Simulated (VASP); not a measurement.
**SrCl2: single point with PBE**

Crystal: SrCl2.

```xyz
3
Lattice="0.0000 3.5192 3.5192 3.5192 0.0000 3.5192 3.5192 3.5192 0.0000" Properties=species:S:1:pos:R:3 pbc="T T T"
Sr    0.0000    0.0000    0.0000
Cl    1.7596    1.7596    1.7596
Cl    5.2788    5.2788    5.2788
```

| Property | Result |
| --- | --- |
| Program | VASP 6.6.1 |
| Task | single point |
| Functional | PBE |
| Potentials or basis | VASP PAW PBE potentials, release 64 (Sr_sv, Cl) |
| Cutoff | 520 eV |
| k mesh | 6 × 6 × 6 |
| Occupations | fermi-dirac, width 0.02 eV |
| Spin | no spin polarisation |

```json
{
 "Pressure": "0.1 GPa",
 "Band gap on the k mesh": "5.24 eV (least direct gap 5.52 eV)"
}
```

Levels at points of the mesh, in eV from the valence-band top:
| k point | band 9 | band 10 | band 11 | band 12 | band 13 | band 14 | band 15 | band 16 |
| --- | --- | --- | --- | --- | --- | --- | --- | --- |
| (0.00, 0.00, 0.00) | -2.04 | -0.33 | -0.33 | -0.33 | 5.24 | 6.10 | 6.10 | 8.99 |
| (0.50, 0.00, 0.00) | -1.45 | -1.27 | -1.01 | -1.01 | 6.69 | 6.69 | 7.41 | 7.83 |
| (0.50, 0.50, 0.00) | -1.82 | -0.38 | -0.38 | 0.00 | 5.52 | 6.97 | 7.53 | 7.92 |

It took 66 s on 1 thread of Intel Xeon 8259CL, on a shared host, peak memory 0.24 GiB.

A k mesh can miss the band edges.
